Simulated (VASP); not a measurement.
# Au (Fm-3m) in VASP: a series of runs

Au is run at these levels: PBEsol; tasks: single point, relaxation of cell and atoms.

Everything below comes from runs of VASP 6.6.1. Logs are shortened: lines on timing, memory, paths and dates and some standing lists are left out, and cuts for length are marked.

### 1 The cell of the first run

It takes space group Fm-3m (No. 225, cubic). The conventional cell has a = 4.084 Å, b = 4.084 Å, c = 4.084 Å, α = 90.00°, β = 90.00°, γ = 90.00°. Within 3.8 Å of Au (site symmetry m-3m) lie 12 Au at 2.89 Å.

### 2 Single point, PBEsol

INCAR

```
PREC = Accurate ; ENCUT = 520
EDIFF = 1E-6 ; ISMEAR = 0
SIGMA = 0.1 ; LREAL = F
LASPH = T ; NELM = 80
ALGO = Fast ; ISIF = 2
LWAVE = F ; LCHARG = T
GGA = PS ; LELF = T
LVHAR = T ; NBANDS = 12
```

KPOINTS

```
Automatic mesh
0
Gamma
  18 18 18
```

POSCAR

```
Au
1.0
    0.0000000000      2.0418743246      2.0418743246
    2.0418743246      0.0000000000      2.0418743246
    2.0418743246      2.0418743246      0.0000000000
Au
1
Direct
    0.0000000000      0.0000000000      0.0000000000
```

Potentials or basis: VASP PAW PBE potentials, release 64 (Au).

The run is started by

```
> cat potpaw_PBE.64/Au/POTCAR > POTCAR
> mpirun -np 1 vasp_std > vasp.out
```

OUTCAR:

```text
PREC = Accurate
   ENCUT = 520
   EDIFF = 1E-6
   ISMEAR = 0
   LREAL = F
   LASPH = T
   NELM = 80
   ISIF = 2
   GGA = PS

 ion  position               nearest neighbor table
   1  0.000  0.000  0.000-

  LATTYP: Found a face centered cubic cell.
 ALAT       =     4.0837486492

  Lattice vectors:

 A1 = (   0.0000000000,   2.0418743246,   2.0418743246)
 A2 = (   2.0418743246,   0.0000000000,   2.0418743246)
 A3 = (   2.0418743246,   2.0418743246,   0.0000000000)

Analysis of symmetry for initial positions (statically):
=====================================================================
 Subroutine PRICEL returns:
 Original cell was already a primitive cell.

 Routine SETGRP: Setting up the symmetry group for a
 face centered cubic supercell.

 Subroutine GETGRP returns: Found 48 space group operations
 (whereof 48 operations were pure point group operations)
 out of a pool of 48 trial point group operations.

The static configuration has the point symmetry O_h .

Analysis of symmetry for dynamics (positions and initial velocities):
=====================================================================
 Subroutine PRICEL returns:
 Original cell was already a primitive cell.

 Routine SETGRP: Setting up the symmetry group for a
 face centered cubic supercell.

 Subroutine GETGRP returns: Found 48 space group operations
 (whereof 48 operations were pure point group operations)
 out of a pool of 48 trial point group operations.

The dynamic configuration has the point symmetry O_h .

 Subroutine INISYM returns: Found 48 space group operations
 (whereof 48 operations are pure point group operations),
 and found     1 'primitive' translations

----------------------------------------------------------------------------------------

                                     Primitive cell

  volume of cell :      17.0262

  direct lattice vectors                    reciprocal lattice vectors
     0.000000000  2.041874325  2.041874325    -0.244873053  0.244873053  0.244873053
     2.041874325  0.000000000  2.041874325     0.244873053 -0.244873053  0.244873053
     2.041874325  2.041874325  0.000000000     0.244873053  0.244873053 -0.244873053

  length of vectors
     2.887646363  2.887646363  2.887646363     0.424132569  0.424132569  0.424132569

  position of ions in fractional coordinates (direct lattice)
     0.000000000  0.000000000  0.000000000

[... 82 lines left out ...]
   ISYM   =      2    0-nonsym 1-usesym 2-fastsym
   POTIM  = 0.5000    time-step for ionic-motion
   TEBEG  =    0.0;   TEEND  =   0.0 temperature during run
   PSTRESS=    0.0 pullay stress
   NELECT =      11.0000    total number of electrons
   NUPDOWN=      -1.0000    fix difference up-down
   EMIN   =  10.00;   EMAX   =-10.00  energy-range for DOS
   EFERMI =   0.00;   METHOD = LEGACY
   ISMEAR =     0;   SIGMA  =   0.10  broadening in eV -4-tet -1-fermi 0-gaus
   EFERMI_NEDOS =   21; number of points for ismear=-14 and -15
   IALGO  =     68    algorithm
   IMIX   =      4    mixing-type and parameters
     AMIX     =   0.40;   BMIX     =  1.00
     AMIX_MAG =   1.60;   BMIX_MAG =  1.00
  volume/ion in A,a.u.               =      17.03       114.90
  Fermi-wavevector in a.u.,A,eV,Ry     =   1.415251  2.674436 27.251580  2.002935
  Thomas-Fermi vector in A             =   2.536709
   LORBIT       =      0    0 simple, 1 ext, 2 COOP (PROOUT), +10 PAW based schemes
   GGA     = PS    functional components
   LHFCALC =     F    Hartree Fock is set to
   AEXX    =    0.0000 exact exchange contribution
   IVDW    =     0    specifies the selected vdW correction
   LEPSILON=     F    determine dielectric tensor
   LRPA    =     F    only Hartree local field effects (RPA)
 non-spin polarized calculation
 RMM-DIIS sequential band-by-band and
 Gauss-broadening in eV      SIGMA  =   0.10
  energy-cutoff  :      520.00
  volume of cell :       17.03
 maximum number of plane-waves:       473
 NGX is ok and might be reduce to    24
   NGX = 11   NGY = 11   NGZ = 11

 number of electron      11.0000000 magnetization

 Free energy of the ion-electron system (eV)
  ---------------------------------------------------
  ext. energy  EPLUGINS =         0.00000000
  ---------------------------------------------------
  free energy    TOTEN  =        -3.92508525 eV

  energy without entropy =       -3.92366416  energy(sigma->0) =       -3.92437471

 E-fermi :   9.2630     XC(G=0): -12.8898

 val. band max:        9.2608633783   @ k =   0.5000   0.1667   0.0556
 cond. band min:       9.2678691236   @ k =   0.5000   0.2778   0.1111
 fundamental gap:      0.0070057453
 Fermi energy:         9.2630414942

 k-point     1 :       0.0000    0.0000    0.0000
  band No.  band energies     occupation
      1      -0.6370      2.00000
      2       4.6108      2.00000
      3       4.6108      2.00000
      4       4.6108      2.00000
      5       6.1434      2.00000
      6       6.1434      2.00000
      7      23.7921      0.00000
      8      27.7919      0.00000
      9      27.7919      0.00000
     10      27.7919      0.00000
     11      32.6610      0.00000
     12      37.3351      0.00000
[... 331 lines left out ...]
 k-point    24 :      -0.2222    0.0556    0.0000
  band No.  band energies     occupation
      1       1.1669      2.00000
      2       4.3331      2.00000
      3       4.9175      2.00000
      4       4.9566      2.00000
      5       6.0453      2.00000
      6       6.5300      2.00000
      7      20.8465      0.00000
      8      24.8796      0.00000
      9      27.8103      0.00000
     10      30.0830      0.00000
     11      30.6905      0.00000
     12      32.1311      0.00000

 [... further k-points ...]

------------------------ aborting loop because EDIFF is reached ----------------------------------------

  FORCE on cell =-STRESS in cart. coord.  units (eV):
  Direction    XX          YY          ZZ          XY          YZ          ZX
  --------------------------------------------------------------------------------------
  -------------------------------------------------------------------------------------
  Total       -0.0251104     -0.0251104     -0.0251104      0.0000000      0.0000000     -0.0000000
  in kB       -2.3629081     -2.3629081     -2.3629081      0.0000000      0.0000000     -0.0000000
  external PRESSURE =      -2.3629081 kB  Pullay stress =       0.0000000 kB

 VOLUME and BASIS-vectors are now :
 -----------------------------------------------------------------------------
  energy-cutoff  :      520.00
  volume of cell :       17.03
      direct lattice vectors                 reciprocal lattice vectors
     0.000000000  2.041874325  2.041874325    -0.244873053  0.244873053  0.244873053
     2.041874325  0.000000000  2.041874325     0.244873053 -0.244873053  0.244873053
     2.041874325  2.041874325  0.000000000     0.244873053  0.244873053 -0.244873053

 POSITION                                       TOTAL-FORCE (eV/Angst)
 -----------------------------------------------------------------------------------
      0.00000      0.00000      0.00000        -0.000000      0.000000      0.000000
 -----------------------------------------------------------------------------------
    total drift:                               -0.000000      0.000000      0.000000

  FREE ENERGIE OF THE ION-ELECTRON SYSTEM (eV)
  ---------------------------------------------------
  free  energy   TOTEN  =        -3.9250852513 eV

  energy  without entropy=       -3.9236641637  energy(sigma->0) =       -3.92437471
```

OSZICAR:

```text
N       E                     dE             d eps       ncg     rms          rms(c)
DAV:   1     0.490605650444E+02    0.49061E+02   -0.56117E+03  4832   0.817E+02
DAV:   2    -0.354121036228E+01   -0.52602E+02   -0.49253E+02  5484   0.187E+02
DAV:   3    -0.426075527476E+01   -0.71954E+00   -0.71880E+00  5640   0.211E+01
DAV:   4    -0.426311983875E+01   -0.23646E-02   -0.23645E-02  5644   0.139E+00
DAV:   5    -0.426313673365E+01   -0.16895E-04   -0.16893E-04  5696   0.112E-01    0.962E+00
RMM:   6    -0.395027710394E+01    0.31286E+00   -0.36137E-01  4703   0.497E+00    0.591E+00
RMM:   7    -0.392796721002E+01    0.22310E-01   -0.41475E-02  4952   0.188E+00    0.287E+00
RMM:   8    -0.392512674138E+01    0.28405E-02   -0.39518E-03  5223   0.548E-01    0.398E-01
RMM:   9    -0.392508356115E+01    0.43180E-04   -0.50587E-04  5494   0.189E-01    0.114E-01
RMM:  10    -0.392508510239E+01   -0.15412E-05   -0.75790E-05  5457   0.659E-02    0.753E-02
RMM:  11    -0.392508519659E+01   -0.94202E-07   -0.15029E-05  5084   0.252E-02    0.106E-02
RMM:  12    -0.392508525133E+01   -0.54740E-07   -0.16977E-06  4375   0.801E-03
   1 F= -.39250853E+01 E0= -.39243747E+01  d E =-.142109E-02
```

stdout:

```text
POSCAR found type information on POSCAR Au
 POSCAR found :  1 types and       1 ions
 scaLAPACK will be used
 -----------------------------------------------------------------------------
|                                                                             |
|                                                                             |
|     You enforced a specific xc type in the INCAR file but a different       |
|     I HOPE YOU KNOW WHAT YOU ARE DOING!                                     |
|                                                                             |
 -----------------------------------------------------------------------------

 LDA part: xc-table for (Slater+PW92), standard interpolation
 POSCAR, INCAR and KPOINTS ok, starting setup
 FFT: planning ... GRIDC
 FFT: planning ... GRID_SOFT
 FFT: planning ... GRID
 WAVECAR not read
 entering main loop
```

Wall time 16 s (1 thread of Intel Xeon Platinum 8481C at 2.70GHz (Sapphire Rapids), shared host); peak memory 0.16 GiB.

What came out:

| Item | Value |
| --- | --- |
| Free energy | -3.9251 eV |
| Pressure | -0.2 GPa |

Caveat: the PAW data sets were made with another functional, which shifts forces and pressure a little; spin-orbit coupling is left out, which moves the levels of the heavy elements.

### 3 Relaxation of cell and atoms, PBEsol

This run uses another cell than the first one, of 16.47 Å³/atom, 0.968 times its volume.

INCAR

```
PREC = Accurate
ENCUT = 600
EDIFF = 1E-7
ISMEAR = 0
SIGMA = 0.1
LREAL = F
LASPH = T
NELM = 80
ALGO = Normal
ISIF = 3
LWAVE = F
LCHARG = F
GGA = PS
IBRION = 2
NSW = 100
EDIFFG = -0.005
```

KPOINTS is that of step 2.

POSCAR

```
Au
1.0
    0.0000000000      2.0195145931      2.0195145931
    2.0195145931      0.0000000000      2.0195145931
    2.0195145931      2.0195145931      0.0000000000
Au
1
Direct
    0.0000000000      0.0000000000      0.0000000000
```

Potentials or basis: VASP PAW PBE potentials, release 64 (Au).

The run is started by

```
> cat potpaw_PBE.64/Au/POTCAR > POTCAR
> mpirun -np 1 vasp_std > vasp.out
```

Wall time 26 s (1 thread of Intel Xeon Platinum 8481C at 2.70GHz (Sapphire Rapids), shared host); peak memory 0.18 GiB.

It converged, with:

- Free energy: -3.9249 eV
- Relaxed volume: 17.00 Å³/atom
- Relaxed cell: a = 2.886 Å, b = 2.886 Å, c = 2.886 Å, α = 60.00°, β = 60.00°, γ = 60.00°
- Space group after relaxing (to 0.05 Å): Fm-3m (No. 225)
- Energy gained by relaxing: 9.8 meV/atom
- Ionic steps: 4
- Pressure after relaxing: 0.0 GPa

Step by step:
| step | energy change (eV) | largest force (eV/Å) | pressure (GPa) | volume (Å³) |
| --- | --- | --- | --- | --- |
| 1 | 0.0000 | 0.0000 | 6.11 | 16.47 |
| 2 | 0.0194 | 0.0000 | -8.64 | 18.02 |
| 3 | -0.0098 | 0.0000 | -0.10 | 17.01 |
| 4 | -0.0098 | 0.0000 | 0.01 | 17.00 |

Final structure:
```
CELL_PARAMETERS angstrom
0.00000 2.04096 2.04096
2.04096 0.00000 2.04096
2.04096 2.04096 0.00000
ATOMIC_POSITIONS crystal
Au 0.00000 0.00000 0.00000
```

Levels at points of the mesh, in eV from the Fermi level:
| k point | band 4 | band 5 | band 6 | band 7 | band 8 | band 9 |
| --- | --- | --- | --- | --- | --- | --- |
| (0.00, 0.00, 0.00) | -4.66 | -3.12 | -3.12 | 14.53 | 18.53 | 18.53 |
| (0.50, 0.00, 0.00) | -1.92 | -1.92 | -1.01 | 3.10 | 13.97 | 17.14 |
| (0.50, 0.50, 0.00) | -1.59 | -1.59 | 0.98 | 5.79 | 9.99 | 9.99 |

Caveat: the PAW data sets were made with another functional, which shifts forces and pressure a little; spin-orbit coupling is left out, which moves the levels of the heavy elements. Zero-point motion and thermal expansion aren't in these numbers.

### 4 Single point, PBEsol

This run uses another cell than the first one, of 16.47 Å³/atom, 0.968 times its volume.

INCAR

```
ALGO = Normal ; EDIFF = 1E-6
ENCUT = 500 ; GGA = PS
GGA_COMPAT = False ; ISIF = 2
ISMEAR = 0 ; LASPH = True
LCHARG = False ; LREAL = False
LWAVE = False ; NBANDS = 12
NELM = 120 ; PREC = Accurate
SIGMA = 0.1
```

KPOINTS

```
k-points
0
Gamma
  8 8 8
```

POSCAR is that of step 3.

The run is started by

```
> cat potpaw_PBE.64/Au/POTCAR > POTCAR
> mpirun -np 1 vasp_std > vasp.out
```

It took 2.7 s on 1 thread of Intel Xeon 6975P-C (Granite Rapids), shared host; peak memory 0.14 GiB.

Results (log left out):

| Property | Result |
| --- | --- |
| Free energy | -3.8724 eV |
| Pressure | 7.0 GPa |

Levels at points of the mesh, in eV from the Fermi level:
| k point | band 3 | band 4 | band 5 | band 6 | band 7 | band 8 | band 9 | band 10 |
| --- | --- | --- | --- | --- | --- | --- | --- | --- |
| (0.00, 0.00, 0.00) | -4.83 | -4.83 | -3.21 | -3.21 | 14.47 | 18.67 | 18.67 | 18.67 |
| (0.50, 0.00, 0.00) | -4.87 | -1.93 | -1.93 | -1.16 | 3.28 | 13.92 | 17.37 | 17.37 |
| (0.50, 0.50, 0.00) | -1.97 | -1.59 | -1.59 | 0.89 | 6.06 | 10.08 | 10.08 | 17.57 |

Caveat: the PAW data sets were made with another functional, which shifts forces and pressure a little; spin-orbit coupling is left out, which moves the levels of the heavy elements.

### 5 Overview

```tsv
task	cell	k mesh	cutoff (eV)	gap on the mesh (eV)	pressure (GPa)
single point	a = 2.888 Å, angles 60.0°, 1 atom	18 × 18 × 18	520	none	-0.2
relaxation of cell and atoms	relaxed from a = 2.856 Å, angles 60.0°, 1 atom	18 × 18 × 18	600	none	0.0
single point	a = 2.856 Å, angles 60.0°, 1 atom	8 × 8 × 8	500	none	7.0
```

Alike in all rows: level PBEsol; potentials or basis VASP PAW PBE potentials, release 64 (Au); no spin polarisation; smearing gaussian 0.1 eV.

Caveats: the PAW data sets were made with another functional, which shifts forces and pressure a little; spin-orbit coupling is left out, which moves the levels of the heavy elements.

Absolute energies hang on the potentials; compare differences alone.
